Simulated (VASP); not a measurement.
Runs of VASP 6.6.1 on CdSe. The structure is that of space group F-43m (No. 216), or close to it. The cells are those of the table. 

```csv
level,cell,k mesh,gap on the mesh (eV),pressure (GPa)
PBE,"a = 4.326 Å, angles 60.9°, 2 atoms",4 × 4 × 4,0.47,1.3
PBE,"a = 4.362 Å, angles 58.3°, 2 atoms",4 × 4 × 4,0.51,(a)
PBE,"a = 4.349 Å, angles 59.2°, 2 atoms",4 × 4 × 4,(b),2.5
r2SCAN,"a = 4.326 Å, angles 60.9°, 2 atoms",8 × 8 × 8,0.95,-0.4
PBE,"a = 4.316 Å, angles 61.7°, 2 atoms",4 × 4 × 4,0.41,0.8
```

Alike in all rows: task single point; potentials or basis VASP PAW PBE potentials, release 64 (Cd, Se); no spin polarisation; cutoff (eV) 520; smearing gaussian 0.01 eV.

Problem. Fill in the values left out.

Solution. (a) 3.1; (b) 0.53.

Caveats: some runs use coarse meshes; the PAW data sets were made with another functional, which shifts forces and pressure a little (some runs).

A k mesh can miss the band edges, and the runs leave out spin-orbit coupling on Cd, Se.
